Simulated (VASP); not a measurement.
# Fe3SnSb (P3m1) in VASP: further runs

Runs on Fe3SnSb. Level: PBE. Tasks: single point.

Program: VASP 6.6.1. These are calculated values, not measurements. Logs are shortened: lines on timing, memory, paths and dates and some standing lists are left out, and cuts for length are marked.

### 1 The cell of the first run

Symmetry: P3m1, No. 156, trigonal system. Conventional cell: a = 4.153 Å, b = 4.153 Å, c = 5.327 Å, α = 90.00°, β = 90.00°, γ = 120.00°. Within 3.4 Å of Sb (site symmetry 3m) lie 8 Fe at 2.54 to 2.95 Å and 3 Sn at 3.06 Å. Within 3.4 Å of Sn (site symmetry 3m) lie 8 Fe at 2.55 to 2.94 Å and 3 Sb at 3.06 Å. Within 3.3 Å of Fe (site symmetry 3m) lie 6 Fe at 2.54 to 2.55 Å and 3 Sn at 2.94 Å and 3 Sb at 2.95 Å. Fe (site symmetry 3m) has 6 Fe at 2.54 to 2.94 Å and 2 Sb at 2.55 to 2.78 Å and 3 Sn at 2.55 Å within 3.3 Å. Within 3.4 Å of Fe (site symmetry 3m) lie 3 Sb at 2.54 Å and 6 Fe at 2.55 to 2.94 Å and 2 Sn at 2.57 to 2.76 Å.

### 2 Single point, PBE, collinear spin, ferromagnetic start

Input file INCAR:

```
  PREC = Accurate
  ENCUT = 520
  EDIFF = 1E-6
  ISMEAR = -1
  SIGMA = 0.05
  LREAL = False
  LASPH = True
  NELM = 150
  ALGO = Normal
  ISIF = 2
  LWAVE = False
  LCHARG = True
  ISPIN = 2
  MAGMOM = 0 0 3 3 3
  LORBIT = 11
  LMAXMIX = 4
  GGA = PE
  LELF = True
  LVHAR = True
  NBANDS = 34
```

Input file KPOINTS:

```
Automatic mesh
0
Gamma
  7 7 5
```

Input file POSCAR:

```
Fe3SnSb
1.0
    4.1534032106      0.0000000000      0.0000000000
   -2.0767016053      3.5969526926      0.0000000000
    0.0000000000      0.0000000000      5.3266680065
Sb Sn Fe
1 1 3
Direct
    0.3333333333      0.6666666667      0.8204750000
    0.0000000000      0.0000000000      0.1786800000
    0.6666666667      0.3333333333      0.4975580000
    0.3333333333      0.6666666667      0.3418710000
    0.0000000000      0.0000000000      0.6614150000
```

Potentials or basis: VASP PAW PBE potentials, release 64 (Sb, Sn_d, Fe).

Run with:

```bash
$ cat potpaw_PBE.64/Sb/POTCAR potpaw_PBE.64/Sn_d/POTCAR potpaw_PBE.64/Fe/POTCAR > POTCAR
$ mpirun -np 1 vasp_std > vasp.out
```

OUTCAR:

```text
PREC = Accurate
   ENCUT = 520
   EDIFF = 1E-6
   ISMEAR = -1
   LREAL = False
   LASPH = True
   NELM = 150
   ISIF = 2
   ISPIN = 2
   LORBIT = 11
   GGA = PE

 ion  position               nearest neighbor table
   1  0.333  0.667  0.820-   5 2.54   5 2.54   5 2.54   4 2.55   4 2.78   3 2.95   3 2.95   3 2.95
                             2 3.06   2 3.06   2 3.06
   2  0.000  0.000  0.179-   4 2.55   4 2.55   4 2.55   5 2.57   5 2.76   3 2.94   3 2.94   3 2.94
                             1 3.06   1 3.06   1 3.06
   3  0.667  0.333  0.498-   4 2.54   4 2.54   4 2.54   5 2.55   5 2.55   5 2.55   2 2.94   2 2.94
                             2 2.94   1 2.95   1 2.95   1 2.95
   4  0.333  0.667  0.342-   3 2.54   3 2.54   3 2.54   1 2.55   2 2.55   2 2.55   2 2.55   1 2.78
                             5 2.94   5 2.94   5 2.94
   5  0.000  0.000  0.661-   1 2.54   1 2.54   1 2.54   3 2.55   3 2.55   3 2.55   2 2.57   2 2.76
                             4 2.94   4 2.94   4 2.94

  LATTYP: Found a hexagonal cell.
 ALAT       =     4.1534032106
 C/A-ratio  =     1.2824827585

  Lattice vectors:

 A1 = (   4.1534032106,   0.0000000000,   0.0000000000)
 A2 = (  -2.0767016053,   3.5969526926,   0.0000000000)
 A3 = (   0.0000000000,   0.0000000000,   5.3266680065)

Analysis of symmetry for initial positions (statically):
=====================================================================
 Subroutine PRICEL returns:
 Original cell was already a primitive cell.

 Routine SETGRP: Setting up the symmetry group for a
 hexagonal supercell.

 Subroutine GETGRP returns: Found  6 space group operations
 (whereof  6 operations were pure point group operations)
 out of a pool of 24 trial point group operations.

The static configuration has the point symmetry C_3v.

Analysis of symmetry for dynamics (positions and initial velocities):
=====================================================================
 Subroutine PRICEL returns:
 Original cell was already a primitive cell.

 Routine SETGRP: Setting up the symmetry group for a
 hexagonal supercell.

 Subroutine GETGRP returns: Found  6 space group operations
 (whereof  6 operations were pure point group operations)
 out of a pool of 24 trial point group operations.

The dynamic configuration has the point symmetry C_3v.

Analysis of structural, dynamic, and magnetic symmetry:
=====================================================================
 Subroutine PRICEL returns:
 Original cell was already a primitive cell.

 Routine SETGRP: Setting up the symmetry group for a
[... 143 lines left out ...]
 spin polarized calculation
  energy-cutoff  :      520.00
  volume of cell :       79.58
 maximum number of plane-waves:      2173
 NGX is ok and might be reduce to    32
   NGX = 15   NGY = 15   NGZ = 19

 number of electron      43.0000006 magnetization       5.3405926

 Free energy of the ion-electron system (eV)
  ---------------------------------------------------
  ext. energy  EPLUGINS =         0.00000000
  ---------------------------------------------------
  free energy    TOTEN  =       -31.91303935 eV

  energy without entropy =      -31.87469438  energy(sigma->0) =      -31.89386687

 E-fermi :   8.5065     XC(G=0): -11.8619

 val. band max:        8.5051596416   @ k =   0.2857  -0.0000   0.0000
 cond. band min:       8.5128152320   @ k =   0.0000   0.2857   0.2000
 fundamental gap:      0.0076555904
 Fermi energy:         8.5065190981

 spin component 1

 k-point     1 :       0.0000    0.0000    0.0000
  band No.  band energies     occupation
      1     -12.8262      1.00000
      2     -12.8158      1.00000
      3     -12.8158      1.00000
      4     -12.7885      1.00000
      5     -12.7885      1.00000
      6      -3.7466      1.00000
[... 853 lines left out ...]
     32      15.7480      0.00000
     33      16.4211      0.00000

 [... further k-points ...]

 spin component 2

 k-point     1 :       0.0000    0.0000    0.0000
  band No.  band energies     occupation
      1     -12.8394      1.00000
      2     -12.8308      1.00000
      3     -12.8308      1.00000
      4     -12.8079      1.00000
      5     -12.8079      1.00000
      6      -3.7510      1.00000
[... 853 lines left out ...]
     32      15.7937      0.00000
     33      16.7621      0.00000

 [... further k-points ...]

 [bands above 33 left out]

------------------------ aborting loop because EDIFF is reached ----------------------------------------

  FORCE on cell =-STRESS in cart. coord.  units (eV):
  Direction    XX          YY          ZZ          XY          YZ          ZX
  --------------------------------------------------------------------------------------
  -------------------------------------------------------------------------------------
  Total        2.4792499      2.4792499      2.4323762      0.0000000      0.0000000      0.0000000
  in kB       49.9156158     49.9156158     48.9718909      0.0000000      0.0000000      0.0000000
  external PRESSURE =      49.6010408 kB  Pullay stress =       0.0000000 kB

 VOLUME and BASIS-vectors are now :
 -----------------------------------------------------------------------------
  energy-cutoff  :      520.00
  volume of cell :       79.58
      direct lattice vectors                 reciprocal lattice vectors
     4.153403211  0.000000000  0.000000000     0.240766415  0.139006554  0.000000000
    -2.076701605  3.596952693  0.000000000     0.000000000  0.278013109  0.000000000
     0.000000000  0.000000000  5.326668007     0.000000000  0.000000000  0.187734621

 POSITION                                       TOTAL-FORCE (eV/Angst)
 -----------------------------------------------------------------------------------
     -0.00000      2.39797      4.37040         0.000000      0.000000      0.212789
      0.00000      0.00000      0.95177         0.000000     -0.000000     -0.209970
      2.07670      1.19898      2.65033         0.000000      0.000000     -0.020456
     -0.00000      2.39797      1.82103        -0.000000      0.000000     -0.026602
      0.00000      0.00000      3.52314        -0.000000      0.000000      0.044240
 -----------------------------------------------------------------------------------
    total drift:                               -0.000000     -0.000000     -0.001328

  FREE ENERGIE OF THE ION-ELECTRON SYSTEM (eV)
  ---------------------------------------------------
  free  energy   TOTEN  =       -31.9130393509 eV

  energy  without entropy=      -31.8746943817  energy(sigma->0) =      -31.89386687

 total charge

# of ion       s       p       d       tot
------------------------------------------
    1        1.095   1.295   0.102   2.492
    2        1.120   1.293  10.078  12.491
    3        0.417   0.431   6.194   7.043
    4        0.421   0.483   6.452   7.355
    5        0.412   0.492   6.470   7.375
--------------------------------------------------
tot          3.465   3.994  29.297  36.755

 magnetization (x)

# of ion       s       p       d       tot
------------------------------------------
    1        0.003  -0.039  -0.006  -0.042
    2       -0.006  -0.076  -0.002  -0.084
    3        0.008  -0.007   2.630   2.631
    4        0.002   0.001   1.582   1.585
    5        0.002  -0.003   1.289   1.288
--------------------------------------------------
tot          0.009  -0.124   5.492   5.378
```

OSZICAR:

```text
N       E                     dE             d eps       ncg     rms          rms(c)
DAV:   1     0.372460705488E+03    0.37246E+03   -0.18008E+04  4352   0.166E+03
DAV:   2     0.875869128366E+01   -0.36370E+03   -0.34462E+03  4352   0.413E+02
[... 11 lines left out ...]
DAV:  14    -0.319129224976E+02   -0.38952E-03   -0.13690E-03  5236   0.472E-01    0.171E-01
DAV:  15    -0.319129736678E+02   -0.51170E-04   -0.32567E-04  6146   0.232E-01    0.976E-02
DAV:  16    -0.319130320710E+02   -0.58403E-04   -0.13066E-04  5982   0.114E-01    0.512E-02
DAV:  17    -0.319130380839E+02   -0.60129E-05   -0.35847E-05  6680   0.866E-02    0.260E-02
DAV:  18    -0.319130393648E+02   -0.12809E-05   -0.13037E-05  5160   0.287E-02    0.104E-02
DAV:  19    -0.319130393509E+02    0.13890E-07   -0.14635E-06  2624   0.168E-02
   1 F= -.31913039E+02 E0= -.31893867E+02  d E =-.383450E-01  mag=     5.3406
```

Wall time 2.4 min (1 thread of Oxide Virtual Turin-like, shared host); peak memory 0.28 GiB.

Results:

| Item | Value |
| --- | --- |
| Free energy | -31.9130 eV |
| Pressure | 5.0 GPa |
| Largest force | 0.213 eV/Å |
| Net moment | 5.34 μB per cell |
| Site moments | Sb -0.04; Sn -0.08; Fe +2.63, +1.58, +1.29 μB |
| Valence electrons inside the program's atomic spheres | Sb 2.49; Sn 12.49; Fe 7.04, 7.36, 7.38 |

Forces on the atoms (eV/Å):
```
Sb   0.000  0.000  0.213
Sn   0.000  0.000 -0.210
Fe   0.000  0.000 -0.020
Fe   0.000  0.000 -0.027
Fe   0.000  0.000  0.044
```

Caveat: the cell stands under pressure; spin-orbit coupling is left out, which moves the levels of the heavy elements; only a ferromagnetic start was run, and an antiferromagnetic order may lie lower in energy.

### 3 Single point, PBE, collinear spin, ferromagnetic start

This run uses another cell than the first one, of 16.25 Å³/atom.

Input file INCAR:

```
SYSTEM = Fe3SnSb
PREC = Accurate
ENCUT = 520
EDIFF = 1E-6
ISMEAR = -1
SIGMA = 0.05
LREAL = .False.
LASPH = .True.
NELM = 150
ALGO = Fast
ISIF = 2
LWAVE = .False.
LCHARG = .False.
ISPIN = 2
MAGMOM = 0 0 3 3 3
LORBIT = 11
LMAXMIX = 4
GGA = PE
NBANDS = 34
```

Input file KPOINTS:

```
Automatic mesh
0
Gamma
  7 7 5
  0 0 0
```

Edit POSCAR of step 2 so:

```diff
@@ -2,5 +2,5 @@
 1.0
-    4.1534032106      0.0000000000      0.0000000000
-   -2.0767016053      3.5969526926      0.0000000000
-    0.0000000000      0.0000000000      5.3266680065
+    4.1820482759      0.0000000000      0.0000000000
+   -2.0910241379      3.6217600468      0.0000000000
+    0.0000000000      0.0000000000      5.3634048088
 Sb Sn Fe
```

Potentials or basis: VASP PAW PBE potentials, release 64 (Sb, Sn_d, Fe).

Run with:

```bash
$ cat potpaw_PBE.64/Sb/POTCAR potpaw_PBE.64/Sn_d/POTCAR potpaw_PBE.64/Fe/POTCAR > POTCAR
$ mpirun -np 1 vasp_std > vasp.out
```

Run time: 2 min. Hardware: 1 thread of Oxide Virtual Turin-like, shared host; peak memory 0.29 GiB.

Results (log left out):

- Free energy: -31.9526 eV
- Pressure: 2.7 GPa
- Largest force: 0.108 eV/Å
- Net moment: 5.62 μB per cell
- Site moments: Sb -0.04; Sn -0.09; Fe +2.65, +1.70, +1.44 μB
- Valence electrons inside the program's atomic spheres: Sb 2.48; Sn 12.46; Fe 7.01, 7.31, 7.33

Forces in eV/Å, atoms in the order of the input:
```
Sb   0.000  0.000  0.104
Sn   0.000  0.000 -0.108
Fe   0.000  0.000 -0.004
Fe   0.000  0.000 -0.016
Fe   0.000  0.000  0.024
```

Stress tensor (GPa, compression positive):
```
2.51 0.00 0.00
0.00 2.51 0.00
0.00 0.00 3.01
```

Levels at points of the mesh, in eV from the Fermi level:
Spin up:
```
           k point  band 21  band 22  band 23  band 24  band 25  band 26  band 27  band 28
(0.00, 0.00, 0.00)    -1.39    -1.35    -0.99     1.53     1.53     1.58     3.51     3.51
```
Spin down:
```csv
k point,band 17,band 18,band 19,band 20,band 21,band 22
"(0.00, 0.00, 0.00)",-0.47,-0.21,0.30,0.30,0.73,1.23
```

Caveat: spin-orbit coupling is left out, which moves the levels of the heavy elements; only a ferromagnetic start was run, and an antiferromagnetic order may lie lower in energy.

### 4 Single point, PBE, collinear spin, ferromagnetic start

This run uses another cell than the first one, of 16.58 Å³/atom.

Input file INCAR:

```
  ALGO = Fast
  EDIFF = 1E-7
  ENCUT = 520
  GGA = PE
  ISIF = 2
  ISMEAR = -1
  ISPIN = 2
  LASPH = True
  LCHARG = True
  LELF = True
  LMAXMIX = 4
  LORBIT = 11
  LREAL = False
  LVHAR = True
  LWAVE = False
  MAGMOM = 0 0 3 3 3
  NBANDS = 34
  NELM = 150
  PREC = Accurate
  SIGMA = 0.05
```

Input file KPOINTS:

```
k-points
0
Gamma
  7 7 5
```

Edit POSCAR of step 3 so:

```diff
@@ -2,5 +2,5 @@
 1.0
-    4.1820482759      0.0000000000      0.0000000000
-   -2.0910241379      3.6217600468      0.0000000000
-    0.0000000000      0.0000000000      5.3634048088
+    4.2103062160      0.0000000000      0.0000000000
+   -2.1051531080      3.6462321408      0.0000000000
+    0.0000000000      0.0000000000      5.3996451298
 Sb Sn Fe
```

Run with:

```bash
$ cat potpaw_PBE.64/Sb/POTCAR potpaw_PBE.64/Sn_d/POTCAR potpaw_PBE.64/Fe/POTCAR > POTCAR
$ mpirun -np 1 vasp_std > vasp.out
```

Run time: 9.5 min. Hardware: 1 thread of Oxide Virtual Turin-like, shared host; peak memory 0.29 GiB.

The run converged. Its results:

| Property | Result |
| --- | --- |
| Free energy | -31.9697 eV |
| Pressure | 0.6 GPa |
| Largest force | 0.017 eV/Å |
| Net moment | 5.84 μB per cell |
| Site moments | Sb -0.04; Sn -0.09; Fe +2.67, +1.78, +1.56 μB |
| Valence electrons inside the program's atomic spheres | Sb 2.47; Sn 12.44; Fe 6.98, 7.26, 7.28 |

Forces on the atoms (eV/Å):
```
Sb   0.000  0.000  0.009
Sn   0.000  0.000 -0.017
Fe   0.000  0.000  0.005
Fe   0.000  0.000 -0.003
Fe   0.000  0.000  0.005
```

Stress tensor (GPa, compression positive):
```
0.37 0.00 0.00
0.00 0.37 0.00
0.00 0.00 1.03
```

Levels at points of the mesh, in eV from the Fermi level:
Spin up:
| k point | band 21 | band 22 | band 23 | band 24 | band 25 | band 26 | band 27 | band 28 | band 29 | band 30 |
| --- | --- | --- | --- | --- | --- | --- | --- | --- | --- | --- |
| (0.00, 0.00, 0.00) | -1.45 | -1.42 | -1.07 | 1.43 | 1.43 | 1.44 | 3.42 | 3.42 | 4.34 | 5.12 |
Spin down:
```csv
k point,band 15,band 16,band 17,band 18,band 19,band 20,band 21,band 22,band 23,band 24
"(0.00, 0.00, 0.00)",-0.62,-0.62,-0.43,-0.18,0.33,0.33,0.73,1.23,1.23,1.75
```

Caveat: spin-orbit coupling is left out, which moves the levels of the heavy elements; only a ferromagnetic start was run, and an antiferromagnetic order may lie lower in energy.

### 5 The runs side by side

| cell | gap on the mesh (eV) | pressure (GPa) | moment (μB) | largest force (eV/Å) |
| --- | --- | --- | --- | --- |
| a = 4.153, b = 4.153, c = 5.327 Å, angles 90.0, 90.0, 120.0°, 5 atoms | none | 5.0 | 5.34 | 0.21 |
| a = 4.182, b = 4.182, c = 5.363 Å, angles 90.0, 90.0, 120.0°, 5 atoms | none | 2.7 | 5.62 | 0.11 |
| a = 4.210, b = 4.210, c = 5.400 Å, angles 90.0, 90.0, 120.0°, 5 atoms | none | 0.6 | 5.84 | 0.02 |

Alike in all rows: task single point; level PBE; potentials or basis VASP PAW PBE potentials, release 64 (Sb, Sn_d, Fe); spin collinear, ferromagnetic start; k mesh 7 × 7 × 5; cutoff (eV) 520; smearing fermi-dirac 0.05 eV.

Caveats: spin-orbit coupling is left out, which moves the levels of the heavy elements; only a ferromagnetic start was run, and an antiferromagnetic order may lie lower in energy; the cell stands under pressure (at least some runs).

Absolute energies hang on the potentials; compare differences alone.
